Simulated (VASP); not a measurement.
Input of a VASP 6.6.1 run:

The input POSCAR:

```
SiO2
1.0
   -2.6988446371      5.1506578721      4.4042513312
    2.6988446371     -5.1506578721      4.4042513312
    2.6988446371      5.1506578721     -4.4042513312
Si O
4 8
Direct
    0.9472171602      0.8509403993      0.0962767609
    0.7453363615      0.1490596007      0.5962767609
    0.0527828398      0.1490596007      0.9037232391
    0.2546636385      0.8509403993      0.4037232391
    0.1508384038      0.9008384038      0.2500000000
    0.8491615962      0.0991615962      0.7500000000
    0.8189568137      0.5000000000      0.8189568137
    0.1810431863      0.0000000000      0.6810431863
    0.1810431863      0.5000000000      0.1810431863
    0.8189568137      0.0000000000      0.3189568137
    0.0000000000      0.0000000000      0.0000000000
    0.5000000000      0.0000000000      0.5000000000
```

File INCAR.step1:

```
SYSTEM = SiO2
PREC     = Accurate       ! precision mode
ENCUT    = 520            ! plane-wave cutoff, eV
ISMEAR   = 0              ! smearing method
SIGMA    = 0.02           ! smearing width, eV
LREAL    = .FALSE.        ! projectors in reciprocal space
LASPH    = .TRUE.         ! aspherical terms in the spheres
NELM     = 60             ! most SCF steps
NBANDS   = 44             ! bands
GGA      = PE             ! functional
ALGO     = Normal         ! electronic algorithm
EDIFF    = 1E-4           ! SCF threshold, eV
LWAVE    = .TRUE.         ! write WAVECAR
LCHARG   = .FALSE.        ! write CHGCAR
```

File INCAR.step2:

```
SYSTEM = SiO2
PREC     = Accurate       ! precision mode
ENCUT    = 520            ! plane-wave cutoff, eV
EDIFF    = 1E-7           ! SCF threshold, eV
ISMEAR   = 0              ! smearing method
SIGMA    = 0.02           ! smearing width, eV
LREAL    = .FALSE.        ! projectors in reciprocal space
LASPH    = .TRUE.         ! aspherical terms in the spheres
NELM     = 60             ! most SCF steps
ALGO     = Normal         ! electronic algorithm
ISIF     = 2              ! what is computed and relaxed
LWAVE    = .FALSE.        ! write WAVECAR
LCHARG   = .TRUE.         ! write CHGCAR
METAGGA  = R2SCAN         ! meta-GGA
LMIXTAU  = .TRUE.       
LELF     = .TRUE.         ! ELF
LVHAR    = .TRUE.       
NBANDS   = 44             ! bands
ISTART   = 1
```

File KPOINTS:

```
Automatic mesh
0
G
  6 6 6
  0 0 0
```

Potentials or basis: VASP PAW PBE potentials, release 64 (Si, O).

The run is started by

```console
$ cat potpaw_PBE.64/Si/POTCAR potpaw_PBE.64/O/POTCAR > POTCAR
$ cp INCAR.step1 INCAR
$ mpirun -np 1 vasp_std > vasp.out
$ cp INCAR.step2 INCAR
$ mpirun -np 1 vasp_std > vasp.out
```

Question: Predict the band gap on the k mesh.

Answer: 5.97 eV.

Question: Estimate the pressure.

Answer: -8.1 GPa.

Question: What does it give for the largest force?

Answer: 0.048 eV/Å.

Forces in eV/Å, atoms in the order of the input:
```
Si   0.000 -0.039  0.028
Si   0.000 -0.039 -0.028
Si   0.000  0.039 -0.028
Si   0.000  0.039  0.028
O    0.000  0.000 -0.001
O    0.000  0.000  0.001
O    0.000  0.008  0.000
O    0.000 -0.008  0.000
O    0.000 -0.008  0.000
O    0.000  0.008  0.000
O    0.000  0.000  0.000
O    0.000  0.000  0.000
```

Caveat: the cell stands under tension; the PAW data sets were made with another functional, which shifts forces and pressure a little. A k mesh can miss the band edges.
